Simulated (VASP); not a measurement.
# MgS (m.b) (Fm-3m) in VASP: notebook

MgS (m.b) is run at these levels: PBE; tasks: single point.

All numbers are computed with VASP 6.6.1; they aren't measurements. Logs are shortened: lines on timing, memory, paths and dates and some standing lists are left out, and cuts for length are marked.

## 1. The cell of the first run

It takes space group Fm-3m (No. 225, cubic). The conventional cell has a = 5.230 Å, b = 5.230 Å, c = 5.230 Å, α = 90.00°, β = 90.00°, γ = 90.00°. Within 3.4 Å of Mg (site symmetry m-3m) lie 6 S at 2.61 Å. S (site symmetry m-3m) has 6 Mg at 2.61 Å within 3.4 Å.

## 2. Single point, PBE

Input file INCAR:

```
SYSTEM = MgS
PREC = Accurate
ENCUT = 600
EDIFF = 1E-6
ISMEAR = 0
SIGMA = 0.02
LREAL = .False.
LASPH = .True.
NELM = 120
ALGO = Normal
ISIF = 2
LWAVE = .False.
LCHARG = .False.
GGA = PE
NBANDS = 11
GGA_COMPAT = .False.
```

Input file KPOINTS:

```
Automatic mesh
0
Gamma
  8 8 8
  0 0 0
```

Input file POSCAR:

```
MgS
1.0
    0.0000000000      2.6147705030      2.6147705030
    2.6147705030      0.0000000000      2.6147705030
    2.6147705030      2.6147705030      0.0000000000
Mg S
1 1
Direct
    0.0000000000      0.0000000000      0.0000000000
    0.5000000000      0.5000000000      0.5000000000
```

Potentials or basis: VASP PAW PBE potentials, release 64 (Mg, S).

The run is started by

```console
> cat potpaw_PBE.64/Mg/POTCAR potpaw_PBE.64/S/POTCAR > POTCAR
> mpirun -np 1 vasp_std > vasp.out
```

OUTCAR:

```text
SYSTEM = MgS
   PREC = Accurate
   ENCUT = 600
   EDIFF = 1E-6
   ISMEAR = 0
   LREAL = .False.
   LASPH = .True.
   NELM = 120
   ISIF = 2
   GGA = PE

 ion  position               nearest neighbor table
   1  0.000  0.000  0.000-   2 2.61   2 2.61   2 2.61   2 2.61   2 2.61   2 2.61
   2  0.500  0.500  0.500-   1 2.61   1 2.61   1 2.61   1 2.61   1 2.61   1 2.61

  LATTYP: Found a face centered cubic cell.
 ALAT       =     5.2295410060

  Lattice vectors:

 A1 = (   0.0000000000,   2.6147705030,   2.6147705030)
 A2 = (   2.6147705030,   0.0000000000,   2.6147705030)
 A3 = (   2.6147705030,   2.6147705030,   0.0000000000)

Analysis of symmetry for initial positions (statically):
=====================================================================
 Subroutine PRICEL returns:
 Original cell was already a primitive cell.

 Routine SETGRP: Setting up the symmetry group for a
 face centered cubic supercell.

 Subroutine GETGRP returns: Found 48 space group operations
 (whereof 48 operations were pure point group operations)
 out of a pool of 48 trial point group operations.

The static configuration has the point symmetry O_h .

Analysis of symmetry for dynamics (positions and initial velocities):
=====================================================================
 Subroutine PRICEL returns:
 Original cell was already a primitive cell.

 Routine SETGRP: Setting up the symmetry group for a
 face centered cubic supercell.

 Subroutine GETGRP returns: Found 48 space group operations
 (whereof 48 operations were pure point group operations)
 out of a pool of 48 trial point group operations.

The dynamic configuration has the point symmetry O_h .

 Subroutine INISYM returns: Found 48 space group operations
 (whereof 48 operations are pure point group operations),
 and found     1 'primitive' translations

----------------------------------------------------------------------------------------

                                     Primitive cell

  volume of cell :      35.7545

  direct lattice vectors                    reciprocal lattice vectors
     0.000000000  2.614770503  2.614770503    -0.191221371  0.191221371  0.191221371
     2.614770503  0.000000000  2.614770503     0.191221371 -0.191221371  0.191221371
     2.614770503  2.614770503  0.000000000     0.191221371  0.191221371 -0.191221371

  length of vectors
     3.697843908  3.697843908  3.697843908     0.331205130  0.331205130  0.331205130

  position of ions in fractional coordinates (direct lattice)
     0.000000000  0.000000000  0.000000000
     0.500000000  0.500000000  0.500000000

  ion indices of the primitive-cell ions
   primitive index   ion index
                 1           1
                 2           2

----------------------------------------------------------------------------------------

 KPOINTS: Automatic mesh

Automatic generation of k-mesh.
 Grid dimensions read from file:
 generate k-points for:    8    8    8

 Generating k-lattice:

  Cartesian coordinates                     Fractional coordinates (reciprocal lattice)
    -0.023902671  0.023902671  0.023902671     0.125000000  0.000000000  0.000000000
     0.023902671 -0.023902671  0.023902671     0.000000000  0.125000000  0.000000000
     0.023902671  0.023902671 -0.023902671     0.000000000  0.000000000  0.125000000

  Length of vectors
     0.041400641  0.041400641  0.041400641

  Shift w.r.t. Gamma in fractional coordinates (k-lattice)
     0.000000000  0.000000000  0.000000000

 Subroutine IBZKPT returns following result:
 ===========================================

 Found     29 irreducible k-points:

 Following reciprocal coordinates:
            Coordinates               Weight
  0.000000  0.000000  0.000000      1.000000
  0.125000  0.000000  0.000000      8.000000
  0.250000  0.000000  0.000000      8.000000
  0.375000  0.000000  0.000000      8.000000
  0.500000  0.000000  0.000000      4.000000
  0.125000  0.125000  0.000000      6.000000
[... 16 lines left out ...]
  0.500000  0.250000  0.125000     48.000000
 -0.375000  0.250000  0.125000     24.000000
 [... further k-points ...]
   k-points           NKPTS =     29   k-points in BZ     NKDIM =     29   number of bands    NBANDS=     11
   number of dos      NEDOS =    301   number of ions     NIONS =      2
   total plane-waves  NPLWV =  27000
   dimension x,y,z NGX =    30 NGY =   30 NGZ =   30
   dimension x,y,z NGXF=    60 NGYF=   60 NGZF=   60
   ions per type =               1   1
   NGX,Y,Z   is equivalent  to a cutoff of  13.49, 13.49, 13.49 a.u.
   NGXF,Y,Z  is equivalent  to a cutoff of  26.97, 26.97, 26.97 a.u.
 SYSTEM =  MgS
   PREC   = accura    normal or accurate (medium, high low for compatibility)
   ISTART =      0    job   : 0-new  1-cont  2-samecut
   ICHARG =      2    charge: 1-file 2-atom 10-const
   ISPIN  =      1    spin polarized calculation?
   LNONCOLLINEAR =      F non collinear calculations
   LSORBIT =      F    spin-orbit coupling
   LASPH  =      T    aspherical Exc in radial PAW
   ENCUT  =  600.0 eV  44.10 Ry    6.64 a.u.   7.39  7.39  7.39*2*pi/ulx,y,z
   NELM   =    120;   NELMIN=  2; NELMDL= -5     # of ELM steps
   EDIFF  = 0.1E-05   stopping-criterion for ELM
   LREAL  =      F    real-space projection
   EDIFFG = 0.1E-04   stopping-criterion for IOM
   NSW    =      0    number of steps for IOM
   IBRION =     -1    ionic relax: 0-MD 1-quasi-New 2-CG
   NFREE  =      0    steps in history (QN), initial steepest desc. (CG)
   ISIF   =      2    stress and relaxation
   ISYM   =      2    0-nonsym 1-usesym 2-fastsym
   POTIM  = 0.5000    time-step for ionic-motion
   TEBEG  =    0.0;   TEEND  =   0.0 temperature during run
   PSTRESS=    0.0 pullay stress
   NELECT =       8.0000    total number of electrons
   NUPDOWN=      -1.0000    fix difference up-down
   EMIN   =  10.00;   EMAX   =-10.00  energy-range for DOS
   EFERMI =   0.00;   METHOD = LEGACY
   ISMEAR =     0;   SIGMA  =   0.02  broadening in eV -4-tet -1-fermi 0-gaus
   EFERMI_NEDOS =   21; number of points for ismear=-14 and -15
   IALGO  =     38    algorithm
   IMIX   =      4    mixing-type and parameters
     AMIX     =   0.40;   BMIX     =  1.00
     AMIX_MAG =   1.60;   BMIX_MAG =  1.00
  volume/ion in A,a.u.               =      17.88       120.64
  Fermi-wavevector in a.u.,A,eV,Ry     =   0.993866  1.878135 13.439427  0.987770
  Thomas-Fermi vector in A             =   2.125778
   LORBIT       =      0    0 simple, 1 ext, 2 COOP (PROOUT), +10 PAW based schemes
   GGA     = PE    functional components
   LHFCALC =     F    Hartree Fock is set to
   AEXX    =    0.0000 exact exchange contribution
   IVDW    =     0    specifies the selected vdW correction
   LEPSILON=     F    determine dielectric tensor
   LRPA    =     F    only Hartree local field effects (RPA)
 non-spin polarized calculation
 Gauss-broadening in eV      SIGMA  =   0.02
  energy-cutoff  :      600.00
  volume of cell :       35.75
 maximum number of plane-waves:      1243
 NGX is ok and might be reduce to    30
   NGX = 15   NGY = 15   NGZ = 15

 number of electron       7.9999999 magnetization

 Free energy of the ion-electron system (eV)
  ---------------------------------------------------
  ext. energy  EPLUGINS =         0.00000000
  ---------------------------------------------------
  free energy    TOTEN  =        -8.50328078 eV

  energy without entropy =       -8.50328078  energy(sigma->0) =       -8.50328078

 E-fermi :   3.7614     XC(G=0):  -9.6262

 val. band max:        3.5915359918   @ k =   0.0000   0.0000   0.0000
 cond. band min:       6.3340239696   @ k =   0.5000   0.5000   0.0000
 fundamental gap:      2.7424879778
 Fermi energy:         3.7613919324

 k-point     1 :       0.0000    0.0000    0.0000
  band No.  band energies     occupation
      1      -8.9901      2.00000
      2       3.5915      2.00000
      3       3.5915      2.00000
      4       3.5915      2.00000
      5       7.1838      0.00000
      6      11.5550      0.00000
      7      11.5550      0.00000
      8      11.5550      0.00000
      9      13.9236      0.00000
     10      13.9236      0.00000
     11      16.0940      0.00000

 k-point     2 :       0.1250    0.0000    0.0000
  band No.  band energies     occupation
      1      -8.8428      2.00000
      2       2.5537      2.00000
      3       3.4938      2.00000
      4       3.4938      2.00000
      5       7.9919      0.00000
      6      11.2250      0.00000
      7      11.7948      0.00000
      8      11.7948      0.00000
      9      13.2780      0.00000
     10      13.2780      0.00000
     11      16.1752      0.00000

 k-point     3 :       0.2500    0.0000    0.0000
  band No.  band energies     occupation
      1      -8.4450      2.00000
      2       0.8224      2.00000
      3       3.2801      2.00000
      4       3.2801      2.00000
      5       8.4937      0.00000
      6      11.3944      0.00000
      7      11.3944      0.00000
      8      11.8109      0.00000
      9      13.8554      0.00000
     10      13.8554      0.00000
     11      15.3796      0.00000

 k-point     4 :       0.3750    0.0000    0.0000
  band No.  band energies     occupation
      1      -7.9617      2.00000
      2      -0.5927      2.00000
      3       3.0916      2.00000
      4       3.0916      2.00000
      5       8.2512      0.00000
      6      10.7268      0.00000
      7      10.7268      0.00000
      8      13.1970      0.00000
      9      15.1085      0.00000
     10      15.7955      0.00000
     11      15.7955      0.00000

 k-point     5 :       0.5000    0.0000    0.0000
  band No.  band energies     occupation
      1      -7.7230      2.00000
      2      -1.1577      2.00000
      3       3.0194      2.00000
      4       3.0194      2.00000
      5       8.1180      0.00000
      6      10.4806      0.00000
      7      10.4806      0.00000
      8      13.5396      0.00000
      9      15.6627      0.00000
     10      17.9193      0.00000
     11      17.9193      0.00000
[... 211 lines left out ...]
 k-point    21 :       0.5000    0.5000    0.0000
  band No.  band energies     occupation
      1      -7.3636      2.00000
      2      -0.5226      2.00000
      3       1.9430      2.00000
      4       1.9430      2.00000
      5       6.3340      0.00000
      6       8.0322      0.00000
      7      15.4473      0.00000
      8      16.3670      0.00000
      9      16.8082      0.00000
     10      16.8082      0.00000
     11      19.3642      0.00000

 k-point    22 :       0.3750    0.2500    0.1250
  band No.  band energies     occupation
      1      -8.1343      2.00000
      2       0.5629      2.00000
      3       2.1715      2.00000
      4       2.9348      2.00000
      5       9.3155      0.00000
      6      10.0964      0.00000
      7      10.6313      0.00000
      8      12.7208      0.00000
      9      13.6863      0.00000
     10      16.4943      0.00000
     11      18.3519      0.00000

 k-point    23 :       0.5000    0.2500    0.1250
  band No.  band energies     occupation
      1      -7.7271      2.00000
      2      -0.2565      2.00000
      3       1.6434      2.00000
      4       2.6284      2.00000
      5       9.1677      0.00000
      6       9.9520      0.00000
      7      11.3697      0.00000
      8      12.5165      0.00000
      9      15.1776      0.00000
     10      17.7623      0.00000
     11      18.3789      0.00000

 k-point    24 :      -0.3750    0.2500    0.1250
  band No.  band energies     occupation
      1      -7.5333      2.00000
      2      -0.6375      2.00000
      3       1.5019      2.00000
      4       2.4700      2.00000
      5       9.1244      0.00000
      6       9.6692      0.00000
      7      11.9607      0.00000
      8      12.9373      0.00000
      9      15.7911      0.00000
     10      16.7613      0.00000
     11      19.0620      0.00000

 [... further k-points ...]
[... 5 lines left out ...]
  --------------------------------------------------------------------------------------
  -------------------------------------------------------------------------------------
  Total       -0.0582674     -0.0582674     -0.0582674      0.0000000      0.0000000      0.0000000
  in kB       -2.6109898     -2.6109898     -2.6109898      0.0000000      0.0000000      0.0000000
  external PRESSURE =      -2.6109898 kB  Pullay stress =       0.0000000 kB

 VOLUME and BASIS-vectors are now :
 -----------------------------------------------------------------------------
  energy-cutoff  :      600.00
  volume of cell :       35.75
      direct lattice vectors                 reciprocal lattice vectors
     0.000000000  2.614770503  2.614770503    -0.191221371  0.191221371  0.191221371
     2.614770503  0.000000000  2.614770503     0.191221371 -0.191221371  0.191221371
     2.614770503  2.614770503  0.000000000     0.191221371  0.191221371 -0.191221371

 POSITION                                       TOTAL-FORCE (eV/Angst)
 -----------------------------------------------------------------------------------
      0.00000      0.00000      0.00000         0.000000     -0.000000      0.000000
      2.61477      2.61477      2.61477        -0.000000      0.000000     -0.000000
 -----------------------------------------------------------------------------------
    total drift:                               -0.000000     -0.000000      0.000000

  FREE ENERGIE OF THE ION-ELECTRON SYSTEM (eV)
  ---------------------------------------------------
  free  energy   TOTEN  =        -8.5032807804 eV

  energy  without entropy=       -8.5032807804  energy(sigma->0) =       -8.50328078
```

Wall time 14 s (1 thread of Intel Xeon 6975P-C, shared host); peak memory 0.17 GiB.

What came out:

| Property | Result |
| --- | --- |
| Free energy | -8.5033 eV |
| Pressure | -0.3 GPa |
| Band gap on the k mesh | 2.74 eV, indirect (least direct gap 3.59 eV) |

[end of part 1 of 2]
